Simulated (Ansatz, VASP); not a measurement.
Two plane-wave programs on HfBi3

```
Bi Hf
1.0
    -2.36088    2.36088    5.36849
     2.36088   -2.36088    5.36849
     2.36088    2.36088   -5.36849
Bi Hf
3 1
Cartesian
  0.0000 0.0000 5.3685
  2.3609 0.0000 2.6842
  0.0000 2.3609 2.6842
  0.0000 0.0000 0.0000
```

Alike in both runs: task single point; functional PBE; k mesh 8 × 8 × 8; occupations fermi-dirac, width 0.05 eV; no spin polarisation.

|  | VASP | Ansatz |
| --- | --- | --- |
| version | VASP 6.6.1 | Ansatz 0.2.0 |
| potentials or method | VASP PAW PBE potentials, release 64 (Bi_d, Hf_pv) | Ansatz PAW |
| plane-wave cutoff (eV) | 520 | 420 |
| valence electrons in the cell | 55 | 71 |

```tsv
	VASP	Ansatz	Ansatz less VASP
gap on the k mesh at the Fermi level (eV)	none	none	-
pressure (GPa)	-3.3	-3.1	+0.16
traceless stress, the component that is largest in VASP (GPa)	0.21	0.19	-0.015
```

A gap of «none» marks a metal or a gap that the smearing closes. VASP's potentials hold 55 valence electrons a cell and Ansatz's 71, so a difference there can come from the potentials and not from the codes.

Neither program's run includes spin-orbit coupling.
